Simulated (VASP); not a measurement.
Runs of VASP 6.6.1 on Mn2SiO6. The structure is that of space group Fm-3m (No. 225), or close to it. The cells are those of the table. 

| task | spin | cell | k mesh | cutoff (eV) | gap on the mesh (eV) | pressure (GPa) | moment (μB) | largest force (eV/Å) |
| --- | --- | --- | --- | --- | --- | --- | --- | --- |
| relaxation of cell and atoms | collinear, ferromagnetic start | relaxed from a = 4.910 Å, angles 60.0°, 9 atoms | 4 × 4 × 4 | 600 | none | 0.0 | 6.00 | - |
| single point | collinear, ferrimagnetic start | a = 4.985 Å, angles 60.0°, 9 atoms | 10 × 10 × 10 | 520 | none | 0.4 | 6.00 | 0.05 |
| single point | collinear, ferromagnetic start | a = 4.910 Å, angles 60.0°, 9 atoms | 4 × 4 × 4 | 520 | none | (a) | 6.00 | - |
| single point | collinear, ferromagnetic start | a = 4.988 Å, angles 60.0°, 9 atoms | 4 × 4 × 4 | 520 | none | 0.4 | 6.00 | 0.04 |

Alike in all rows: level PBE; potentials or basis VASP PAW PBE potentials, release 64 (Mn_pv, Si, O); smearing gaussian 0.1 eV.

Fill in the values left out.

(a) 2.9.

Caveats: some runs use coarse meshes; semilocal functionals often make such compounds metallic where correlation or magnetic order opens a gap, which also shifts bond lengths.

A gap of «none» marks levels without a gap at the run's occupations.
